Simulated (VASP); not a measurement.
Runs of VASP 6.6.1 on GaN. The structure is that of space group I-4m2 (No. 119), or close to it. The cells are those of the table. 

```tsv
potentials or basis	cell	cutoff (eV)	second run	gap on the mesh (eV)	pressure (GPa)
VASP PAW PBE potentials, release 64 (Ga_d, N)	a = 3.110, b = 3.110, c = 3.180 Å, angles 59.2, 59.2, 61.5°, 2 atoms	520	-	2.33	11.0
VASP PAW PBE potentials, release 64 (Ga_d, N_h)	a = 3.087, b = 3.087, c = 3.180 Å, angles 59.0, 59.0, 62.0°, 2 atoms	910	hard_potentials	2.39	14.7
VASP PAW PBE potentials, release 64 (Ga_d, N)	a = 3.087, b = 3.087, c = 3.180 Å, angles 59.0, 59.0, 62.0°, 2 atoms	520	-	2.39	14.8
VASP PAW PBE potentials, release 64 (Ga_d, N_h)	a = 3.110, b = 3.110, c = 3.180 Å, angles 59.2, 59.2, 61.5°, 2 atoms	910	hard_potentials	2.33	(a)
```

Alike in all rows: task single point; level r2SCAN; no spin polarisation; k mesh 10 × 10 × 10; smearing gaussian 0.05 eV.

Question: Estimate the missing entries.

Answer: (a) 10.9.

Caveats: the PAW data sets were made with another functional, which shifts forces and pressure a little; the cutoff is under 1.25 times the usual one of these potentials, so pressure, stress and relaxed cells hold a basis-set (Pulay) error (some runs).

A k mesh can miss the band edges, and the runs leave out spin-orbit coupling on Ga.
